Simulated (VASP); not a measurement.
# LiF in VASP: single point with PBE

Aim: the single point of LiF with PBE.

Program: VASP 6.6.1. These are calculated values, not measurements. Logs are shortened: lines on timing, memory, paths and dates and some standing lists are left out, and cuts for length are marked.

## (1) The cell of the first run

The typed cell holds 6 atoms: a = 5.040 Å, b = 5.040 Å, c = 3.037 Å, α = 90.00°, β = 90.00°, γ = 120.00°.

## (2) Single point, PBE

INCAR

```
SYSTEM = LiF
PREC = Accurate
ENCUT = 750
EDIFF = 1E-6
ISMEAR = 0
SIGMA = 0.02
LREAL = .False.
LASPH = .True.
NELM = 120
ALGO = Normal
ISIF = 2
LWAVE = .False.
LCHARG = .True.
GGA = PE
LELF = .True.
LVHAR = .True.
ISYM = 0
NBANDS = 24
GGA_COMPAT = .False.
```

KPOINTS

```
Automatic mesh
0
Gamma
  6 6 8
  0.5 0.5 0.5
```

POSCAR

```
LiF
1.0
    5.0404100838      0.0001099920      0.0000029843
   -2.5201097860      4.3651781741     -0.0000029843
    0.0000017934     -0.0000010354      3.0366730017
Li F
3 3
Direct
    0.6209939385      0.6209939385      0.0000000000
    0.3790009715     -0.0000026071      0.3333323263
   -0.0000026071      0.3790009715      0.6666676737
    0.0000022844      0.6302580560      0.1666669673
    0.3697473566      0.3697473566      0.5000000000
    0.6302580560      0.0000022844      0.8333330327
```

Potentials or basis: VASP PAW PBE potentials, release 64 (Li_sv, F).

Command:

```
$ cat potpaw_PBE.64/Li_sv/POTCAR potpaw_PBE.64/F/POTCAR > POTCAR
$ mpirun -np 1 vasp_std > vasp.out
```

OUTCAR:

```text
SYSTEM = LiF
   PREC = Accurate
   ENCUT = 750
   EDIFF = 1E-6
   ISMEAR = 0
   LREAL = .False.
   LASPH = .True.
   NELM = 120
   ISIF = 2
   GGA = PE
   ISYM = 0

 ion  position               nearest neighbor table
   1  0.621  0.621  0.000-   4 1.95   6 1.95   5 1.98   5 1.98
   2  0.379  1.000  0.333-   5 1.95   4 1.95   6 1.98   6 1.98
   3  1.000  0.379  0.667-   5 1.95   6 1.95   4 1.98   4 1.98
   4  0.000  0.630  0.167-   1 1.95   2 1.95   3 1.98   3 1.98
   5  0.370  0.370  0.500-   3 1.95   2 1.95   1 1.98   1 1.98
   6  0.630  0.000  0.833-   1 1.95   3 1.95   2 1.98   2 1.98

IMPORTANT INFORMATION: All symmetrisations will be switched off!
NOSYMM: (Re-)initialisation of all symmetry stuff for point group C_1.

----------------------------------------------------------------------------------------

                                     Primitive cell

  volume of cell :      66.8146

  direct lattice vectors                    reciprocal lattice vectors
     5.040410084  0.000109992  0.000002984     0.198394056  0.114537089 -0.000000078
    -2.520109786  4.365178174 -0.000002984    -0.000004999  0.229082837  0.000000078
     0.000001793 -0.000001035  3.036673002    -0.000000195  0.000000113  0.329307765

  length of vectors
     5.040410085  5.040410085  3.036673002     0.229082837  0.229082837  0.329307765

  position of ions in fractional coordinates (direct lattice)
     0.620993938  0.620993938  0.000000000
     0.379000971  0.999997393  0.333332326
     0.999997393  0.379000971  0.666667674
     0.000002284  0.630258056  0.166666967
     0.369747357  0.369747357  0.500000000
     0.630258056  0.000002284  0.833333033

  ion indices of the primitive-cell ions
   primitive index   ion index
                 1           1
                 2           2
                 3           3
                 4           4
                 5           5
                 6           6

----------------------------------------------------------------------------------------

 KPOINTS: Automatic mesh

Automatic generation of k-mesh.
 Grid dimensions read from file:
 generate k-points for:    6    6    8

 Generating k-lattice:

  Cartesian coordinates                     Fractional coordinates (reciprocal lattice)
     0.033065676  0.019089515 -0.000000013     0.166666667 -0.000000000  0.000000000
    -0.000000833  0.038180473  0.000000013     0.000000000  0.166666667 -0.000000000
    -0.000000024  0.000000014  0.041163471    -0.000000000  0.000000000  0.125000000

  Length of vectors
     0.038180473  0.038180473  0.041163471

  Shift w.r.t. Gamma in fractional coordinates (k-lattice)
     0.500000000  0.500000000  0.500000000

 Subroutine IBZKPT returns following result:
 ===========================================

 Found    144 irreducible k-points:

 Following reciprocal coordinates:
            Coordinates               Weight
  0.083333  0.083333  0.062500      2.000000
 -0.083333 -0.083333  0.062500      2.000000
  0.250000  0.083333  0.062500      2.000000
 -0.250000 -0.083333  0.062500      2.000000
  0.083333  0.250000 -0.062500      2.000000
 -0.083333 -0.250000 -0.062500      2.000000
[... 16 lines left out ...]
  0.416667  0.250000  0.062500      2.000000
 -0.416667 -0.250000  0.062500      2.000000
 [... further k-points ...]
   k-points           NKPTS =    144   k-points in BZ     NKDIM =    144   number of bands    NBANDS=     24
   number of dos      NEDOS =    301   number of ions     NIONS =      6
   total plane-waves  NPLWV =  64512
   dimension x,y,z NGX =    48 NGY =   48 NGZ =   28
   dimension x,y,z NGXF=    96 NGYF=   96 NGZF=   56
   ions per type =               3   3
   NGX,Y,Z   is equivalent  to a cutoff of  15.83, 15.83, 15.33 a.u.
   NGXF,Y,Z  is equivalent  to a cutoff of  31.66, 31.66, 30.66 a.u.
 SYSTEM =  LiF
   PREC   = accura    normal or accurate (medium, high low for compatibility)
   ISTART =      0    job   : 0-new  1-cont  2-samecut
   ICHARG =      2    charge: 1-file 2-atom 10-const
   ISPIN  =      1    spin polarized calculation?
   LNONCOLLINEAR =      F non collinear calculations
   LSORBIT =      F    spin-orbit coupling
   LASPH  =      T    aspherical Exc in radial PAW
   ENCUT  =  750.0 eV  55.12 Ry    7.42 a.u.  11.26 11.26  6.78*2*pi/ulx,y,z
   NELM   =    120;   NELMIN=  2; NELMDL= -5     # of ELM steps
   EDIFF  = 0.1E-05   stopping-criterion for ELM
   LREAL  =      F    real-space projection
   EDIFFG = 0.1E-04   stopping-criterion for IOM
   NSW    =      0    number of steps for IOM
   IBRION =     -1    ionic relax: 0-MD 1-quasi-New 2-CG
   NFREE  =      0    steps in history (QN), initial steepest desc. (CG)
   ISIF   =      2    stress and relaxation
   ISYM   =      0    0-nonsym 1-usesym 2-fastsym
   POTIM  = 0.5000    time-step for ionic-motion
   TEBEG  =    0.0;   TEEND  =   0.0 temperature during run
   PSTRESS=    0.0 pullay stress
   NELECT =      30.0000    total number of electrons
   NUPDOWN=      -1.0000    fix difference up-down
   EMIN   =  10.00;   EMAX   =-10.00  energy-range for DOS
   EFERMI =   0.00;   METHOD = LEGACY
   ISMEAR =     0;   SIGMA  =   0.02  broadening in eV -4-tet -1-fermi 0-gaus
   EFERMI_NEDOS =   21; number of points for ismear=-14 and -15
   IALGO  =     38    algorithm
   IMIX   =      4    mixing-type and parameters
     AMIX     =   0.40;   BMIX     =  1.00
     AMIX_MAG =   1.60;   BMIX_MAG =  1.00
  volume/ion in A,a.u.               =      11.14        75.15
  Fermi-wavevector in a.u.,A,eV,Ry     =   1.253598  2.368956 21.381648  1.571507
  Thomas-Fermi vector in A             =   2.387443
   LORBIT       =      0    0 simple, 1 ext, 2 COOP (PROOUT), +10 PAW based schemes
   GGA     = PE    functional components
   LHFCALC =     F    Hartree Fock is set to
   AEXX    =    0.0000 exact exchange contribution
   IVDW    =     0    specifies the selected vdW correction
   LEPSILON=     F    determine dielectric tensor
   LRPA    =     F    only Hartree local field effects (RPA)
 non-spin polarized calculation
 Gauss-broadening in eV      SIGMA  =   0.02
  energy-cutoff  :      750.00
  volume of cell :       66.81
 maximum number of plane-waves:      3130
 NGX is ok and might be reduce to    48
   NGX = 23   NGY = 23   NGZ = 13

 number of electron      30.0000004 magnetization

 Free energy of the ion-electron system (eV)
  ---------------------------------------------------
  ext. energy  EPLUGINS =         0.00000000
  ---------------------------------------------------
  free energy    TOTEN  =       -28.60028654 eV

  energy without entropy =      -28.60028654  energy(sigma->0) =      -28.60028654

 E-fermi :  -2.6008     XC(G=0):  -8.3612

 val. band max:       -2.8728428074   @ k =   0.0833  -0.0833   0.0625
 cond. band min:       4.3859793782   @ k =   0.0833  -0.0833   0.0625
 fundamental gap:      7.2588221856
 Fermi energy:        -2.6007569811

 k-point     1 :       0.0833    0.0833    0.0625
  band No.  band energies     occupation
      1     -43.9001      2.00000
      2     -43.8753      2.00000
      3     -43.8736      2.00000
      4     -22.1230      2.00000
      5     -21.9276      2.00000
      6     -21.9026      2.00000
[... 16 lines left out ...]
     23      15.6122      0.00000
     24      16.1369      0.00000

 k-point     2 :      -0.0833   -0.0833    0.0625
  band No.  band energies     occupation
      1     -43.9001      2.00000
      2     -43.8753      2.00000
      3     -43.8736      2.00000
      4     -22.1230      2.00000
      5     -21.9276      2.00000
      6     -21.9026      2.00000
[... 16 lines left out ...]
     23      15.6122      0.00000
     24      16.1366      0.00000

 k-point     3 :       0.2500    0.0833    0.0625
  band No.  band energies     occupation
      1     -43.8958      2.00000
      2     -43.8782      2.00000
      3     -43.8750      2.00000
      4     -22.0910      2.00000
      5     -21.9522      2.00000
      6     -21.9137      2.00000
[... 16 lines left out ...]
     23      15.2439      0.00000
     24      15.8152      0.00000

 k-point     4 :      -0.2500   -0.0833    0.0625
  band No.  band energies     occupation
      1     -43.8958      2.00000
      2     -43.8786      2.00000
      3     -43.8747      2.00000
      4     -22.0912      2.00000
      5     -21.9511      2.00000
      6     -21.9146      2.00000
[... 16 lines left out ...]
     23      15.2862      0.00000
     24      15.9284      0.00000

 k-point     5 :       0.0833    0.2500   -0.0625
  band No.  band energies     occupation
      1     -43.8958      2.00000
      2     -43.8782      2.00000
      3     -43.8750      2.00000
      4     -22.0910      2.00000
      5     -21.9522      2.00000
      6     -21.9137      2.00000
[... 16 lines left out ...]
     23      15.2439      0.00000
     24      15.8152      0.00000

 k-point     6 :      -0.0833   -0.2500   -0.0625
  band No.  band energies     occupation
      1     -43.8958      2.00000
      2     -43.8786      2.00000
      3     -43.8747      2.00000
      4     -22.0912      2.00000
      5     -21.9512      2.00000
      6     -21.9146      2.00000
[... 16 lines left out ...]
     23      15.2862      0.00000
     24      15.9315      0.00000
[... 379 lines left out ...]
 k-point    21 :       0.2500    0.2500    0.0625
  band No.  band energies     occupation
      1     -43.8910      2.00000
      2     -43.8821      2.00000
      3     -43.8759      2.00000
      4     -22.0548      2.00000
      5     -21.9820      2.00000
      6     -21.9229      2.00000
[... 16 lines left out ...]
     23      14.6865      0.00000
     24      15.3717      0.00000

 k-point    22 :      -0.2500   -0.2500    0.0625
  band No.  band energies     occupation
      1     -43.8910      2.00000
      2     -43.8821      2.00000
      3     -43.8759      2.00000
      4     -22.0548      2.00000
      5     -21.9820      2.00000
      6     -21.9229      2.00000
[... 16 lines left out ...]
     23      14.6865      0.00000
     24      15.3717      0.00000

 k-point    23 :       0.4167    0.2500    0.0625
  band No.  band energies     occupation
      1     -43.8885      2.00000
      2     -43.8842      2.00000
      3     -43.8763      2.00000
      4     -22.0368      2.00000
      5     -21.9983      2.00000
      6     -21.9253      2.00000
[... 16 lines left out ...]
     23      14.6309      0.00000
     24      15.1258      0.00000

 k-point    24 :      -0.4167   -0.2500    0.0625
  band No.  band energies     occupation
      1     -43.8885      2.00000
      2     -43.8842      2.00000
      3     -43.8763      2.00000
      4     -22.0367      2.00000
      5     -21.9984      2.00000
      6     -21.9253      2.00000
[... 16 lines left out ...]
     23      14.6192      0.00000
     24      15.0866      0.00000

 [... further k-points ...]

------------------------ aborting loop because EDIFF is reached ----------------------------------------

  FORCE on cell =-STRESS in cart. coord.  units (eV):
  Direction    XX          YY          ZZ          XY          YZ          ZX
  --------------------------------------------------------------------------------------
  -------------------------------------------------------------------------------------
  Total       -1.8481365     -1.8488158     -1.8771389     -0.0005915     -0.0000290      0.0000468
  in kB      -44.3172979    -44.3335878    -45.0127603     -0.0141842     -0.0006951      0.0011221
  external PRESSURE =     -44.5545486 kB  Pullay stress =       0.0000000 kB

 VOLUME and BASIS-vectors are now :
 -----------------------------------------------------------------------------
  energy-cutoff  :      750.00
  volume of cell :       66.81
      direct lattice vectors                 reciprocal lattice vectors
     5.040410084  0.000109992  0.000002984     0.198394056  0.114537089 -0.000000078
    -2.520109786  4.365178174 -0.000002984    -0.000004999  0.229082837  0.000000078
     0.000001793 -0.000001035  3.036673002    -0.000000195  0.000000113  0.329307765

 POSITION                                       TOTAL-FORCE (eV/Angst)
 -----------------------------------------------------------------------------------
      1.56509      2.71082      0.00000        -0.005529     -0.009585      0.000000
     -0.60978      4.36521      1.01222         0.011186     -0.000029      0.000113
      4.08527      1.65452      2.02445        -0.005618      0.009680     -0.000114
     -1.58831      2.75119      0.50611         0.003631     -0.006353     -0.000332
      0.93188      1.61405      1.51834         0.003652      0.006321      0.000001
      3.17675      0.00008      2.53056        -0.007321     -0.000035      0.000331
 -----------------------------------------------------------------------------------
    total drift:                                0.000085      0.000184      0.000001

  FREE ENERGIE OF THE ION-ELECTRON SYSTEM (eV)
  ---------------------------------------------------
  free  energy   TOTEN  =       -28.6002865375 eV

  energy  without entropy=      -28.6002865375  energy(sigma->0) =      -28.60028654
```

Wall time 7.9 min (1 thread of AMD EPYC 7R43 (Zen 3), shared host); peak memory 0.39 GiB.

What came out:

```yaml
Free_energy: -28.6003 eV
Pressure: -4.5 GPa
Largest_force: 0.011 eV/Å
Band_gap_on_the_k_mesh: 7.26 eV
```

Forces in eV/Å, atoms in the order of the input:
```
Li  -0.006 -0.010  0.000
Li   0.011  0.000  0.000
Li  -0.006  0.010  0.000
F    0.004 -0.006  0.000
F    0.004  0.006  0.000
F   -0.007  0.000  0.000
```

Levels at points of the mesh, in eV from the valence-band top:
| k point | band 11 | band 12 | band 13 | band 14 | band 15 | band 16 | band 17 | band 18 | band 19 | band 20 |
| --- | --- | --- | --- | --- | --- | --- | --- | --- | --- | --- |
| (0.08, 0.08, 0.06) | -0.39 | -0.29 | -0.10 | -0.02 | -0.01 | 7.39 | 11.45 | 11.76 | 13.03 | 13.35 |

Caveat: the cell stands under tension; a shifted mesh leaves out Γ, where band edges can lie. A k mesh can miss the band edges.
